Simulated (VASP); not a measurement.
Runs of VASP 6.6.1 on Li2H. The structure is that of space group P-3m1 (No. 164), or close to it. The cells are those of the table. 

```csv
task,cell,k mesh,cutoff (eV),smearing,gap on the mesh (eV),pressure (GPa),relaxed volume (Å³/atom),largest force (eV/Å)
relaxation of cell and atoms,"relaxed from a = 3.427, b = 3.427, c = 2.929 Å, angles 90.0, 90.0, 120.0°, 3 atoms",6 × 6 × 6,600,gaussian 0.1 eV,none,0.1,(a),0.03
single point,"a = 2.826, b = 2.826, c = 5.031 Å, angles 90.0, 90.0, 120.0°, 3 atoms",6 × 6 × 6,520,gaussian 0.1 eV,none,-,-,0.01
relaxation of cell and atoms,"relaxed from a = 2.826, b = 2.826, c = 5.031 Å, angles 90.0, 90.0, 120.0°, 3 atoms",9 × 9 × 4,600,gaussian 0.1 eV,none,0.0,11.51,0.01
single point,"a = 2.843, b = 2.843, c = 4.977 Å, angles 90.0, 90.0, 120.0°, 3 atoms",9 × 9 × 4,520,gaussian 0.1 eV,none,-,-,0.03
single point,"a = 2.841, b = 2.841, c = 4.985 Å, angles 90.0, 90.0, 120.0°, 3 atoms",18 × 18 × 10,520,fermi-dirac 0.15 eV,none,-,-,-
single point,"a = 2.837, b = 2.837, c = 4.988 Å, angles 90.0, 90.0, 120.0°, 3 atoms",18 × 18 × 10,520,gaussian 0.1 eV,none,-,-,-
single point,"a = 3.427, b = 3.427, c = 2.929 Å, angles 90.0, 90.0, 120.0°, 3 atoms",6 × 6 × 6,520,gaussian 0.1 eV,none,-,-,0.07
```

Alike in all rows: level PBE; potentials or basis VASP PAW PBE potentials, release 64 (Li_sv, H); no spin polarisation.

Fill in the values left out.

(a) 10.07.

Caveats: some runs use coarse meshes; the cutoff is under 1.25 times the usual one of these potentials, so pressure, stress and relaxed cells hold a basis-set (Pulay) error.

A gap of «none» marks levels without a gap at the run's occupations.
